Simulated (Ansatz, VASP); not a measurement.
## Two plane-wave programs on Zr2TiN3

```
CELL_PARAMETERS angstrom
-1.59369 1.59369 6.74377
1.59369 -1.59369 6.74377
1.59369 1.59369 -6.74377
ATOMIC_POSITIONS crystal
Zr 0.83906 0.83906 0.00000
Zr 0.16094 0.16094 0.00000
Ti 0.50000 0.50000 0.00000
N 0.66408 0.66408 0.00000
N 0.33592 0.33592 0.00000
N 0.00000 0.00000 0.00000
```

Alike in both runs: functional PBE; k mesh 16 × 16 × 16; occupations gaussian, width 0.1 eV; no spin polarisation.

Ansatz relaxed the structure, and its values are those at the end. VASP's run is a single point on that final structure, the one shown.

|  | VASP | Ansatz |
| --- | --- | --- |
| version | VASP 6.6.1 | Ansatz 0.2.0 |
| potentials or method | VASP PAW PBE potentials, release 64 (Zr_sv, Ti_sv, N), cutoff 520 eV | scalar-relativistic, plane waves, PAW |
| valence electrons in the cell | 51 | 51 |

|  | VASP | Ansatz | Ansatz less VASP |
| --- | --- | --- | --- |
| gap on the k mesh at the Fermi level (eV) | none | none | - |
| pressure (GPa) | 0.3 | 0.0 | -0.28 |
| rms of the force components (eV/Å) | 0.005 | 0.002 | -0.0032 |

A gap of «none» marks a metal or a gap that the smearing closes.
